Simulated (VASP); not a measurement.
Crystal: Ru.

```
CELL_PARAMETERS angstrom
0.00000 -1.91500 -1.91500
1.91500 0.00000 -1.91500
1.91500 -1.91500 0.00000
ATOMIC_POSITIONS crystal
Ru 0.00000 0.00000 0.00000
```

```yaml
Program: VASP 6.6.1
Task: relaxation of cell and atoms
Functional: PBEsol
Potentials_or_basis: VASP PAW PBE potentials, release 64 (Ru_pv)
Cutoff: 500 eV
k_mesh: 8 × 8 × 8
Occupations: gaussian, width 0.1 eV
Spin: no spin polarisation
```

At the start: pressure -15.7 GPa; volume 14.05 Å³/atom.

Question: Where does the relaxation end?

Answer: Over 4 steps the energy falls by 36.5 meV/atom and the volume is 13.35 Å³/atom (-5.0 %); space group Fm-3m (No. 225, to 0.05 Å).

The path:
| step | energy change (eV) | largest force (eV/Å) | pressure (GPa) | volume (Å³) |
| --- | --- | --- | --- | --- |
| 1 | 0.0000 | 0.0000 | -15.66 | 14.05 |
| 2 | 0.3541 | 0.0000 | 76.33 | 11.44 |
| 3 | -0.0363 | 0.0000 | -1.09 | 13.38 |
| 4 | -0.0365 | 0.0000 | -0.24 | 13.35 |

Final structure:
```xyz
1
Lattice="0.0000 -1.8827 -1.8827 1.8827 0.0000 -1.8827 1.8827 -1.8827 0.0000" Properties=species:S:1:pos:R:3 pbc="T T T"
Ru    1.8827   -1.8827   -3.7653
```

Caveat: the PAW data sets were made with another functional, which shifts forces and pressure a little.
